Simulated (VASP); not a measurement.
**Sb: single point with r2SCAN**

The system is Sb.

```
CELL_PARAMETERS angstrom
0.00000 2.38636 2.38636
2.38636 0.00000 2.38636
2.38636 2.38636 0.00000
ATOMIC_POSITIONS crystal
Sb 0.00000 0.00000 0.00000
```

```yaml
Program: VASP 6.6.1
Task: single point
Functional: r2SCAN
Potentials_or_basis: VASP PAW PBE potentials, release 64 (Sb)
Cutoff: 550 eV
k_mesh: 7 × 7 × 7
Occupations: fermi-dirac, width 0.1 eV
Spin: no spin polarisation
Dipole_correction: no
Further_INCAR_settings: ALGO = Normal; EDIFF = 1e-06; NBANDS = 8
```

```json
{
  "Pressure": "-0.6 GPa"
}
```

Levels at points of the mesh, in eV from the Fermi level:
| k point | band 1 | band 2 | band 3 | band 4 | band 5 | band 6 |
| --- | --- | --- | --- | --- | --- | --- |
| (0.00, 0.00, 0.00) | -13.29 | 5.78 | 5.78 | 5.78 | 10.60 | 10.60 |

Wall time 36 s on 1 thread of AMD EPYC 7R43 64-Core Processor (Zen 3) (shared host), peak memory 0.12 GiB.

Caveat: the PAW data sets were made with another functional, which shifts forces and pressure a little; spin-orbit coupling is left out, which moves the levels of the heavy elements.
